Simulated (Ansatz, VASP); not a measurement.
**HfO2: VASP beside Ansatz**

POSCAR

```
HfO2
1.0
    0.0000000000      2.5575000000      2.5575000000
    2.5575000000      0.0000000000      2.5575000000
    2.5575000000      2.5575000000      0.0000000000
Hf O
1 2
Direct
    0.0586510264     -0.0586510264     -0.0586510264
    0.2500000000      0.2500000000      0.2500000000
    0.7500000000      0.7500000000      0.7500000000
```

INCAR.step1

```
ALGO = Normal ; EDIFF = 1E-4
ENCUT = 520 ; GGA = PE
ISMEAR = 0 ; LASPH = T
LCHARG = F ; LREAL = F
LWAVE = T ; NBANDS = 18
NELM = 80 ; PREC = Accurate
SIGMA = 0.05
```

INCAR.step2

```
ALGO = Normal ; EDIFF = 1E-6
ENCUT = 520 ; ISIF = 2
ISMEAR = 0 ; ISTART = 1
LASPH = T ; LCHARG = F
LMIXTAU = T ; LREAL = F
LWAVE = F ; METAGGA = R2SCAN
NBANDS = 18 ; NELM = 80
PREC = Accurate ; SIGMA = 0.05
```

File KPOINTS:

```
k-points
0
Gamma
  8 8 8
```

Input for Ansatz:

```yaml
crystal:
  lattice:
    - [0.0, 2.5575, 2.5575]
    - [2.5575, 0.0, 2.5575]
    - [2.5575, 2.5575, 0.0]
  atoms:
    - { symbol: Hf, position: [0.0586510264, -0.0586510264, -0.0586510264] }
    - { symbol: O, position: [0.25, 0.25, 0.25] }
    - { symbol: O, position: [0.75, 0.75, 0.75] }
basis:
  ecutwfc: 500
kpoints:
  mp_grid: { grid: [8, 8, 8] }
hamiltonian:
  xc: r2scan
scf:
  occupations: { method: gaussian, width: 0.05 }
output:
  forces: true
  stress: true
  eigenvalues: true
```

Alike in both runs: task single point; functional r2SCAN; k mesh 8 × 8 × 8; occupations gaussian, width 0.05 eV; no spin polarisation.

```csv
,VASP,Ansatz
version,VASP 6.6.1,Ansatz 0.2.0
potentials or method,"VASP PAW PBE potentials, release 64 (Hf_pv, O), cutoff 520 eV","scalar-relativistic, plane waves, PAW"
valence electrons in the cell,22,38
```

Ansatz gave:

| Quantity | Value |
| --- | --- |
| gap on the k mesh at the Fermi level (eV) | 4.13 |
| least direct gap on the mesh (eV) | 4.24 |
| pressure (GPa) | 0.7 |
| traceless stress, the component that is largest in VASP (GPa) | -0.03 |
| rms of the force components (eV/Å) | 0.853 |

Q: Which values does VASP return?

A: gap on the k mesh at the Fermi level (eV): 4.10; least direct gap on the mesh (eV): 4.20; pressure (GPa): -2.8; traceless stress, the component that is largest in VASP (GPa): 0.23; rms of the force components (eV/Å): 0.805.

VASP's potentials were made for PBE, not for r2SCAN. Atom by atom the forces differ by 0.048 eV/Å (rms over components). The functional is the same, so the differences come from potentials, cutoffs and numerics. VASP's potentials hold 22 valence electrons a cell and Ansatz's 38, so a difference there can come from the potentials and not from the codes.

Neither program's run includes spin-orbit coupling.
